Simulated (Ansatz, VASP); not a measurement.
## CaO: VASP beside Ansatz

```xyz
2
Lattice="0.0000 2.4036 2.4036 2.4036 0.0000 2.4036 2.4036 2.4036 0.0000" Properties=species:S:1:pos:R:3 pbc="T T T"
Ca    0.0000    0.0000    0.0000
O     2.4036    2.4036    2.4036
```

Alike in both runs: task single point; functional PBE-based screened hybrid; k mesh 5 × 5 × 5; occupations fermi-dirac, width 0.05 eV; no spin polarisation.

|  | VASP | Ansatz |
| --- | --- | --- |
| version | VASP 6.6.1 | Ansatz 0.2.0 |
| potentials or method | VASP PAW PBE potentials, release 64 (Ca_sv, O), cutoff 520 eV | all-electron PAW datasets made for the crystal |

VASP gave:

| Quantity | Value |
| --- | --- |
| gap on the k mesh at the Fermi level (eV) | 5.17 |
| least direct gap on the mesh (eV) | 5.58 |
| pressure (GPa) | 0.5 |

Question: What did Ansatz give for the same quantities?

Answer: gap on the k mesh at the Fermi level (eV): 5.18; least direct gap on the mesh (eV): 5.59; pressure (GPa): -0.2.

VASP's potentials were made for PBE, not for PBE-based screened hybrid. Ansatz ran all-electron here, and VASP with PAW potentials.

The k mesh is coarse, so the values compare programs but aren't converged.
